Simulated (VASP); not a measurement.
The system is SnSe2.

```
Sn Se
1.0
     3.82405    0.00313   -0.00263
     1.90943    3.31425    0.02650
     1.84749    0.68114    7.12271
Sn Se
1 2
Direct
  0.00000 0.00000 0.00000
  0.74889 0.71601 0.77804
  0.25111 0.28399 0.22196
```

| Quantity | Value |
| --- | --- |
| Program | VASP 6.6.1 |
| Task | relaxation of shape and atoms at fixed volume |
| Functional | PBE |
| Potentials or basis | VASP PAW PBE potentials, release 64 (Sn_d, Se) |
| Cutoff | 600 eV |
| k mesh | 8 × 8 × 4 |
| Occupations | gaussian, width 0.02 eV |
| Spin | no spin polarisation |

At the start: pressure 1.9 GPa; volume 30.06 Å³/atom.

**Question.** Where does the relaxation end?

**Answer.** Over 6 steps the energy falls by 5.3 meV/atom; space group C2/m (No. 12, to 0.1 Å) before and after.

Step by step:
```
step  energy change (eV)  largest force (eV/Å)  pressure (GPa)  volume (Å³)
   1              0.0000                0.2862            1.92        90.17
   2             -0.0067                0.1663            1.46        90.17
   3             -0.0111                0.0298            0.71        90.17
   4             -0.0149                0.0059            0.47        90.17
   5             -0.0158                0.0175            0.29        90.17
   6             -0.0158                0.0071            0.24        90.17
```

Final structure:
```xyz
3
Lattice="3.8654 0.0030 -0.0028 1.9299 3.3514 0.0294 1.8670 0.6965 6.9689" Properties=species:S:1:pos:R:3 pbc="T T T"
Sn    5.7324    0.6995    6.9661
Se    5.7290    2.9455    5.3917
Se    1.9333    1.1054    1.6038
```

Where two steps share one volume, the run began anew on that cell with a basis built for it.
